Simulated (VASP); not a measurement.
# SrO (Cmmm) in VASP: further runs

The runs below take SrO through single point, with PBE.

Program: VASP 6.6.1. These are calculated values, not measurements. Logs are shortened: lines on timing, memory, paths and dates and some standing lists are left out, and cuts for length are marked.

## 1. The cell of the first run

Symmetry: Cmmm, No. 65, orthorhombic system. Conventional cell: a = 7.585 Å, b = 8.601 Å, c = 3.784 Å, α = 90.00°, β = 90.00°, γ = 90.00°. Sr (site symmetry mmm) has 2 O at 2.24 Å within 3.0 Å. Within 3.2 Å of Sr (site symmetry mmm) lie 4 O at 2.45 Å. O (site symmetry 2mm) has 3 Sr at 2.24 to 2.45 Å and 1 O at 3.10 Å within 3.2 Å.

## 2. Single point, PBE, collinear spin, ferromagnetic start (atoms taken out)

The input, INCAR:

```
SYSTEM = SrO
PREC = Accurate ; ENCUT = 520
EDIFF = 1E-6 ; ISMEAR = 0
SIGMA = 0.1 ; LREAL = .False.
LASPH = .True. ; NELM = 150
ALGO = Normal ; ISIF = 2
LWAVE = .False. ; LCHARG = .True.
ISPIN = 2 ; MAGMOM = 0 0 1 1
LORBIT = 11 ; GGA = PE
LELF = .True. ; LVHAR = .True.
NBANDS = 28
```

The input, KPOINTS:

```
Automatic mesh
0
Gamma
  4 4 4
  0 0 0
```

The input, POSCAR:

```
SrO
1.0
    3.7926915759     -4.3004547909      0.0000000000
    3.7926915759      4.3004547909      0.0000000000
    0.0000000000      0.0000000000      3.7835741427
Sr O
2 2
Direct
    0.0000000000      0.0000000000      0.0000000000
    0.5000000000      0.5000000000      0.5000000000
    0.7045329266      0.7045329266      0.0000000000
    0.2954670734      0.2954670734      0.0000000000
```

Potentials or basis: VASP PAW PBE potentials, release 64 (Sr_sv, O).

Started as:

```bash
> cat potpaw_PBE.64/Sr_sv/POTCAR potpaw_PBE.64/O/POTCAR > POTCAR
> mpirun -np 1 vasp_std > vasp.out
```

OUTCAR:

```text
SYSTEM = SrO
   PREC = Accurate
   ENCUT = 520
   EDIFF = 1E-6
   ISMEAR = 0
   LREAL = .False.
   LASPH = .True.
   NELM = 150
   ISIF = 2
   ISPIN = 2
   LORBIT = 11
   GGA = PE

 ion  position               nearest neighbor table
   1  0.000  0.000  0.000-   3 2.24   4 2.24   2 4.24   2 4.24   2 4.24   2 4.24   2 4.70   2 4.70
                             2 4.70   2 4.70
   2  0.500  0.500  0.500-   3 2.45   4 2.45   3 2.45   4 2.45   1 4.24   1 4.24   1 4.24   1 4.24
                             1 4.70   1 4.70   1 4.70   1 4.70
   3  0.705  0.705  0.000-   1 2.24   2 2.45   2 2.45
   4  0.295  0.295  0.000-   1 2.24   2 2.45   2 2.45

  LATTYP: Found a base centered orthorhombic cell.
 ALAT       =     7.5853831518
 B/A-ratio  =     1.1338793848
 C/A-ratio  =     0.4987980260

  Lattice vectors:

 A1 = (   3.7926915759,  -4.3004547909,   0.0000000000)
 A2 = (   3.7926915759,   4.3004547909,   0.0000000000)
 A3 = (   0.0000000000,   0.0000000000,   3.7835741427)

Analysis of symmetry for initial positions (statically):
=====================================================================
 Subroutine PRICEL returns:
 Original cell was already a primitive cell.

 Routine SETGRP: Setting up the symmetry group for a
 base centered orthorhombic supercell.

 Subroutine GETGRP returns: Found  8 space group operations
 (whereof  8 operations were pure point group operations)
 out of a pool of  8 trial point group operations.

The static configuration has the point symmetry D_2h.

Analysis of symmetry for dynamics (positions and initial velocities):
=====================================================================
 Subroutine PRICEL returns:
 Original cell was already a primitive cell.

 Routine SETGRP: Setting up the symmetry group for a
 base centered orthorhombic supercell.

 Subroutine GETGRP returns: Found  8 space group operations
 (whereof  8 operations were pure point group operations)
 out of a pool of  8 trial point group operations.

The dynamic configuration has the point symmetry D_2h.

Analysis of structural, dynamic, and magnetic symmetry:
=====================================================================
 Subroutine PRICEL returns:
 Original cell was already a primitive cell.

 Routine SETGRP: Setting up the symmetry group for a
 base centered orthorhombic supercell.

 Subroutine GETGRP returns: Found  8 space group operations
 (whereof  8 operations were pure point group operations)
 out of a pool of  8 trial point group operations.

The overall configuration has the point symmetry D_2h.

 Subroutine INISYM returns: Found  8 space group operations
 (whereof  8 operations are pure point group operations),
 and found     1 'primitive' translations

----------------------------------------------------------------------------------------

                                     Primitive cell

  volume of cell :     123.4224

  direct lattice vectors                    reciprocal lattice vectors
     3.792691576 -4.300454791  0.000000000     0.131832497 -0.116266773  0.000000000
     3.792691576  4.300454791  0.000000000     0.131832497  0.116266773  0.000000000
     0.000000000  0.000000000  3.783574143     0.000000000  0.000000000  0.264300358

  length of vectors
     5.733970771  5.733970771  3.783574143     0.175777614  0.175777614  0.264300358

  position of ions in fractional coordinates (direct lattice)
     0.000000000  0.000000000  0.000000000
     0.500000000  0.500000000  0.500000000
     0.704532927  0.704532927  0.000000000
     0.295467073  0.295467073  0.000000000

  ion indices of the primitive-cell ions
   primitive index   ion index
                 1           1
                 2           2
                 3           3
                 4           4

----------------------------------------------------------------------------------------

 KPOINTS: Automatic mesh

Automatic generation of k-mesh.
 Grid dimensions read from file:
 generate k-points for:    4    4    4

 Generating k-lattice:

  Cartesian coordinates                     Fractional coordinates (reciprocal lattice)
     0.032958124 -0.029066693  0.000000000     0.250000000  0.000000000  0.000000000
     0.032958124  0.029066693  0.000000000     0.000000000  0.250000000  0.000000000
     0.000000000  0.000000000  0.066075089     0.000000000  0.000000000  0.250000000

  Length of vectors
     0.043944404  0.043944404  0.066075089

  Shift w.r.t. Gamma in fractional coordinates (k-lattice)
     0.000000000  0.000000000  0.000000000

 Subroutine IBZKPT returns following result:
 ===========================================

 Found     21 irreducible k-points:

 Following reciprocal coordinates:
            Coordinates               Weight
  0.000000  0.000000  0.000000      1.000000
  0.250000 -0.000000  0.000000      4.000000
  0.500000 -0.000000  0.000000      2.000000
  0.250000  0.250000  0.000000      2.000000
  0.500000  0.250000  0.000000      4.000000
 -0.250000  0.250000  0.000000      2.000000
[... 13 lines left out ...]
 -0.250000  0.250000  0.500000      2.000000
  0.500000  0.500000  0.500000      1.000000
   k-points           NKPTS =     21   k-points in BZ     NKDIM =     21   number of bands    NBANDS=     28
   number of dos      NEDOS =    301   number of ions     NIONS =      4
   total plane-waves  NPLWV =  64512
   dimension x,y,z NGX =    48 NGY =   48 NGZ =   28
   dimension x,y,z NGXF=    96 NGYF=   96 NGZF=   56
   ions per type =               2   2
   NGX,Y,Z   is equivalent  to a cutoff of  13.92, 13.92, 12.30 a.u.
   NGXF,Y,Z  is equivalent  to a cutoff of  27.83, 27.83, 24.61 a.u.
 SYSTEM =  SrO
   PREC   = accura    normal or accurate (medium, high low for compatibility)
   ISTART =      0    job   : 0-new  1-cont  2-samecut
   ICHARG =      2    charge: 1-file 2-atom 10-const
   ISPIN  =      2    spin polarized calculation?
   LNONCOLLINEAR =      F non collinear calculations
   LSORBIT =      F    spin-orbit coupling
   LASPH  =      T    aspherical Exc in radial PAW
   ENCUT  =  520.0 eV  38.22 Ry    6.18 a.u.  10.66 10.66  7.03*2*pi/ulx,y,z
   NELM   =    150;   NELMIN=  2; NELMDL= -5     # of ELM steps
   EDIFF  = 0.1E-05   stopping-criterion for ELM
   LREAL  =      F    real-space projection
   EDIFFG = 0.1E-04   stopping-criterion for IOM
   NSW    =      0    number of steps for IOM
   IBRION =     -1    ionic relax: 0-MD 1-quasi-New 2-CG
   NFREE  =      0    steps in history (QN), initial steepest desc. (CG)
   ISIF   =      2    stress and relaxation
   ISYM   =      2    0-nonsym 1-usesym 2-fastsym
   POTIM  = 0.5000    time-step for ionic-motion
   TEBEG  =    0.0;   TEEND  =   0.0 temperature during run
   PSTRESS=    0.0 pullay stress
   NELECT =      32.0000    total number of electrons
   NUPDOWN=      -1.0000    fix difference up-down
   EMIN   =  10.00;   EMAX   =-10.00  energy-range for DOS
   EFERMI =   0.00;   METHOD = LEGACY
   ISMEAR =     0;   SIGMA  =   0.10  broadening in eV -4-tet -1-fermi 0-gaus
   EFERMI_NEDOS =   21; number of points for ismear=-14 and -15
   IALGO  =     38    algorithm
   IMIX   =      4    mixing-type and parameters
     AMIX     =   0.40;   BMIX     =  1.00
     AMIX_MAG =   1.60;   BMIX_MAG =  1.00
  volume/ion in A,a.u.               =      30.86       208.22
  Fermi-wavevector in a.u.,A,eV,Ry     =   1.043903  1.972690 14.826721  1.089733
  Thomas-Fermi vector in A             =   2.178632
   LORBIT       =     11    0 simple, 1 ext, 2 COOP (PROOUT), +10 PAW based schemes
   GGA     = PE    functional components
   LHFCALC =     F    Hartree Fock is set to
   AEXX    =    0.0000 exact exchange contribution
   IVDW    =     0    specifies the selected vdW correction
   LEPSILON=     F    determine dielectric tensor
   LRPA    =     F    only Hartree local field effects (RPA)
 spin polarized calculation
 Gauss-broadening in eV      SIGMA  =   0.10
  energy-cutoff  :      520.00
  volume of cell :      123.42
 maximum number of plane-waves:      3344
 NGX is ok and might be reduce to    48
   NGX = 21   NGY = 21   NGZ = 15

 number of electron      31.9999988 magnetization      -0.0423294

 number of electron      31.9999988 magnetization       0.1118679

 Free energy of the ion-electron system (eV)
  ---------------------------------------------------
  ext. energy  EPLUGINS =         0.00000000
  ---------------------------------------------------
  free energy    TOTEN  =       -20.49041507 eV

  energy without entropy =      -20.47938836  energy(sigma->0) =      -20.48490171

 E-fermi :   0.3287     XC(G=0):  -7.1279

 val. band max:        0.3236658323   @ k =   0.5000   0.5000   0.2500
 cond. band min:       0.3492059731   @ k =   0.2500  -0.0000   0.0000
 fundamental gap:      0.0255401408
 Fermi energy:         0.3287292061

 spin component 1

 k-point     1 :       0.0000    0.0000    0.0000
  band No.  band energies     occupation
      1     -34.5613      1.00000
      2     -32.9961      1.00000
      3     -17.4396      1.00000
      4     -16.8193      1.00000
      5     -16.7672      1.00000
      6     -15.4247      1.00000
[... 20 lines left out ...]
     27       7.5308      0.00000
[... 597 lines left out ...]
      5     -16.7844      1.00000
      6     -16.5303      1.00000
[... 20 lines left out ...]
     27       8.1887      0.00000
     28       8.3881      0.00000
 Fermi energy:         0.3287292061

 spin component 2

 k-point     1 :       0.0000    0.0000    0.0000
  band No.  band energies     occupation
      1     -34.5561      1.00000
      2     -32.9962      1.00000
      3     -17.4053      1.00000
      4     -16.8168      1.00000
      5     -16.7622      1.00000
      6     -15.4248      1.00000
[... 20 lines left out ...]
     27       7.5285      0.00000
[... 598 lines left out ...]
      6     -16.4897      1.00000
[... 20 lines left out ...]
     27       8.1967      0.00000
     28       8.3870      0.00000

------------------------ aborting loop because EDIFF is reached ----------------------------------------

  FORCE on cell =-STRESS in cart. coord.  units (eV):
  Direction    XX          YY          ZZ          XY          YZ          ZX
  --------------------------------------------------------------------------------------
  -------------------------------------------------------------------------------------
  Total        0.6067711      0.0975088      0.3159455      0.0000000      0.0000000      0.0000000
  in kB        7.8766460      1.2657864      4.1013671      0.0000000      0.0000000      0.0000000
  external PRESSURE =       4.4145998 kB  Pullay stress =       0.0000000 kB

 VOLUME and BASIS-vectors are now :
 -----------------------------------------------------------------------------
  energy-cutoff  :      520.00
  volume of cell :      123.42
      direct lattice vectors                 reciprocal lattice vectors
     3.792691576 -4.300454791  0.000000000     0.131832497 -0.116266773  0.000000000
     3.792691576  4.300454791  0.000000000     0.131832497  0.116266773  0.000000000
     0.000000000  0.000000000  3.783574143     0.000000000  0.000000000  0.264300358

 POSITION                                       TOTAL-FORCE (eV/Angst)
 -----------------------------------------------------------------------------------
      0.00000      0.00000      0.00000         0.000000     -0.000000      0.000000
      3.79269      0.00000      1.89179        -0.000000      0.000000      0.000000
      5.34415      0.00000      0.00000        -0.086401     -0.000000     -0.000000
      2.24123      0.00000      0.00000         0.086401     -0.000000      0.000000
 -----------------------------------------------------------------------------------
    total drift:                                0.000000      0.000000      0.000000

  FREE ENERGIE OF THE ION-ELECTRON SYSTEM (eV)
  ---------------------------------------------------
  free  energy   TOTEN  =       -20.4904150713 eV

  energy  without entropy=      -20.4793883586  energy(sigma->0) =      -20.48490171

 total charge

# of ion       s       p       d       tot
------------------------------------------
    1        2.012   5.803   0.295   8.109
    2        2.009   5.801   0.239   8.049
    3        1.567   3.376   0.000   4.943
    4        1.567   3.376   0.000   4.943
--------------------------------------------------
tot          7.154  18.355   0.534  26.043

 magnetization (x)

# of ion       s       p       d       tot
------------------------------------------
    1        0.000   0.004   0.000   0.005
    2       -0.000   0.000  -0.001  -0.001
    3        0.001   0.042   0.000   0.043
    4        0.001   0.042   0.000   0.043
--------------------------------------------------
tot          0.001   0.090  -0.001   0.090
```

It took 6.5 min on 1 thread of Intel Xeon 8259CL, shared host; peak memory 0.34 GiB.

What came out:

```
Free energy                                           : -20.4904 eV
Pressure                                              : 0.4 GPa
Largest force                                         : 0.086 eV/Å
Net moment                                            : 0.11 μB per cell
Site moments                                          : Sr +0.01, -0.00; O +0.04 μB
Valence electrons inside the program's atomic spheres : Sr 8.11, 8.05; O 4.94
```

Forces on the atoms (eV/Å):
```
Sr   0.000  0.000  0.000
Sr   0.000  0.000  0.000
O   -0.086  0.000  0.000
O    0.086  0.000  0.000
```

Caveat: the k points lie up to 0.42 Å⁻¹ apart; the cell differs from its parent crystal (atoms taken out).

## 3. Single point, PBE, collinear spin, ferromagnetic start (atoms taken out)

The input, INCAR:

```
PREC = Accurate ; ENCUT = 520
EDIFF = 1E-6 ; ISMEAR = 0
SIGMA = 0.1 ; LREAL = False
LASPH = True ; NELM = 150
ALGO = Normal ; ISIF = 2
LWAVE = False ; LCHARG = True
ISPIN = 2 ; MAGMOM = 0 0 1 1
LORBIT = 11 ; GGA = PE
LELF = True ; LVHAR = True
NBANDS = 28
```

The input, KPOINTS:

```
Automatic mesh
0
Gamma
  4 4 6
```

The input, POSCAR:

```
SrO
1.0
    3.9532205700     -3.9532205700      0.0000000000
    3.9532205700      3.9532205700      0.0000000000
    0.0000000000      0.0000000000      3.6339537900
Sr O
2 2
Direct
    0.0000000000      0.0000000000      0.0000000000
    0.5000000000      0.5000000000      0.5000000000
    0.6950000000      0.3050000000      0.0000000000
    0.3050000000      0.6950000000      0.0000000000
```

Potentials or basis: VASP PAW PBE potentials, release 64 (Sr_sv, O).

Started as:

```bash
> cat potpaw_PBE.64/Sr_sv/POTCAR potpaw_PBE.64/O/POTCAR > POTCAR
> mpirun -np 1 vasp_std > vasp.out
```

OUTCAR:

```text
PREC = Accurate
   ENCUT = 520
   EDIFF = 1E-6
   ISMEAR = 0
   LREAL = False
   LASPH = True
   NELM = 150
   ISIF = 2
   ISPIN = 2
   LORBIT = 11
   GGA = PE

 ion  position               nearest neighbor table
   1  0.000  0.000  0.000-   3 2.41   4 2.41   2 4.35   2 4.35   2 4.35   2 4.35   2 4.35   2 4.35
                             2 4.35   2 4.35
   2  0.500  0.500  0.500-   3 2.38   4 2.38   3 2.38   4 2.38   1 4.35   1 4.35   1 4.35   1 4.35
                             1 4.35   1 4.35   1 4.35   1 4.35
   3  0.695  0.305  0.000-   2 2.38   2 2.38   1 2.41
[... 1725 lines left out ...]
     3.953220570 -3.953220570  0.000000000     0.126479156 -0.126479156  0.000000000
     3.953220570  3.953220570  0.000000000     0.126479156  0.126479156  0.000000000
     0.000000000  0.000000000  3.633953790     0.000000000  0.000000000  0.275182365

 POSITION                                       TOTAL-FORCE (eV/Angst)
 -----------------------------------------------------------------------------------
      0.00000      0.00000      0.00000         0.000000     -0.000000      0.000000
      3.95322      0.00000      1.81698        -0.000000     -0.000000      0.000000
      3.95322     -1.54176      0.00000         0.000000     -1.462695      0.000000
      3.95322      1.54176      0.00000         0.000000      1.462695     -0.000000
 -----------------------------------------------------------------------------------
    total drift:                               -0.000000     -0.000000     -0.000000

  FREE ENERGIE OF THE ION-ELECTRON SYSTEM (eV)
  ---------------------------------------------------
  free  energy   TOTEN  =       -20.1384530551 eV

  energy  without entropy=      -20.1286912746  energy(sigma->0) =      -20.13357216

 total charge

# of ion       s       p       d       tot
------------------------------------------
    1        2.013   5.770   0.215   7.998
    2        2.014   5.815   0.279   8.107
    3        1.567   3.358   0.000   4.925
    4        1.567   3.358   0.000   4.925
--------------------------------------------------
tot          7.160  18.300   0.494  25.954

 magnetization (x)

# of ion       s       p       d       tot
------------------------------------------
    1       -0.000   0.000  -0.000  -0.000
    2       -0.000   0.000  -0.000  -0.000
    3       -0.000   0.000   0.000   0.000
    4       -0.000   0.000   0.000   0.000
--------------------------------------------------
tot         -0.000   0.000  -0.000   0.000
```

OSZICAR:

```text
N       E                     dE             d eps       ncg     rms          rms(c)
DAV:   1     0.192930223611E+03    0.19293E+03   -0.15009E+04  3136   0.102E+03
DAV:   2    -0.119427100983E+02   -0.20487E+03   -0.18876E+03  3948   0.242E+02
DAV:   3    -0.282747458086E+02   -0.16332E+02   -0.16206E+02  4844   0.608E+01
DAV:   4    -0.286505471921E+02   -0.37580E+00   -0.37496E+00  4552   0.816E+00
DAV:   5    -0.286573678976E+02   -0.68207E-02   -0.68203E-02  4336   0.933E-01    0.275E+01
DAV:   6    -0.210048741292E+02    0.76525E+01   -0.32691E+01  3856   0.251E+01    0.301E+01
DAV:   7    -0.205309913059E+02    0.47388E+00   -0.25935E+00  3920   0.817E+00    0.162E+01
DAV:   8    -0.201299925731E+02    0.40100E+00   -0.67678E-01  4036   0.534E+00    0.503E+00
DAV:   9    -0.201267255690E+02    0.32670E-02   -0.11983E-01  3928   0.165E+00    0.199E+00
DAV:  10    -0.201360206928E+02   -0.92951E-02   -0.17385E-02  3700   0.744E-01    0.685E-01
DAV:  11    -0.201378198710E+02   -0.17992E-02   -0.41456E-03  3864   0.394E-01    0.317E-01
DAV:  12    -0.201377395179E+02    0.80353E-04   -0.18124E-03  3504   0.231E-01    0.966E-02
DAV:  13    -0.201383101556E+02   -0.57064E-03   -0.50749E-04  3444   0.108E-01    0.452E-02
DAV:  14    -0.201384272740E+02   -0.11712E-03   -0.13611E-04  3584   0.517E-02    0.308E-02
DAV:  15    -0.201384496849E+02   -0.22411E-04   -0.17738E-05  4016   0.211E-02    0.140E-02
DAV:  16    -0.201384527585E+02   -0.30737E-05   -0.98566E-06  3420   0.152E-02    0.452E-03
DAV:  17    -0.201384530551E+02   -0.29656E-06   -0.77466E-07  3196   0.449E-03
   1 F= -.20138453E+02 E0= -.20133572E+02  d E =-.976178E-02  mag=    -0.0000
```

stdout:

```text
POSCAR found type information on POSCAR SrO
 POSCAR found :  2 types and       4 ions
 scaLAPACK will be used
 LDA part: xc-table for (Slater+PW92), standard interpolation
 POSCAR, INCAR and KPOINTS ok, starting setup
 FFT: planning ... GRIDC
 FFT: planning ... GRID_SOFT
 FFT: planning ... GRID
 WAVECAR not read
 entering main loop
```

Wall time 7 min (1 thread of Intel Xeon 8259CL, shared host); peak memory 0.33 GiB.

Results:

```yaml
Free_energy: -20.1385 eV
Pressure: -0.6 GPa
Largest_force: 1.463 eV/Å
Band_gap_on_the_k_mesh: zero (filled and empty bands overlap)
Net_moment: 0.00 μB per cell
Valence_electrons_inside_the_program's_atomic_spheres: Sr 8.00, 8.11; O 4.92
```

Forces in eV/Å, atoms in the order of the input:
```
Sr   0.000  0.000  0.000
Sr   0.000  0.000  0.000
O    0.000 -1.463  0.000
O    0.000  1.463  0.000
```

Caveat: the cell differs from its parent crystal (atoms taken out); the stress differs along the axes, from -8 to 6 GPa; semilocal functionals underestimate gaps, and a narrow one can read as zero; forces of over 1 eV/Å act on the atoms, so gaps and moduli don't describe the material at rest.

The gap in the log of VASP goes by the Fermi energy; the results here count the filled bands.